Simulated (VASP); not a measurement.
Input of a VASP 6.6.1 run:

The input INCAR:

```
PREC = Accurate ; ENCUT = 520
EDIFF = 1E-6 ; ISMEAR = 0
SIGMA = 0.1 ; LREAL = F
LASPH = T ; NELM = 60
ALGO = Normal ; ISIF = 2
LWAVE = F ; LCHARG = F
GGA = PE ; NBANDS = 18
```

KPOINTS

```
Automatic mesh
0
Gamma
  8 8 8
```

The input POSCAR:

```
Ag
1.0
   -2.5374423559      2.5374423559      1.3842216450
    2.5374423559     -2.5374423559      1.3842216450
    2.5374423559      2.5374423559     -1.3842216450
Ag
2
Direct
    0.0000000000      0.0000000000      0.0000000000
    0.7500000000      0.2500000000      0.5000000000
```

Potentials or basis: VASP PAW PBE potentials, release 64 (Ag).

Run with:

```sh
$ cat potpaw_PBE.64/Ag/POTCAR > POTCAR
$ mpirun -np 1 vasp_std > vasp.out
```

(1) What does it give for the pressure?

(2) What does it give for the band gap on the k mesh?

Answers

(1) 10.1 GPa.

(2) zero (bands 11 and 12 overlap by 4.90 eV).

Caveat: the stress differs along the axes, from 4 to 13 GPa.
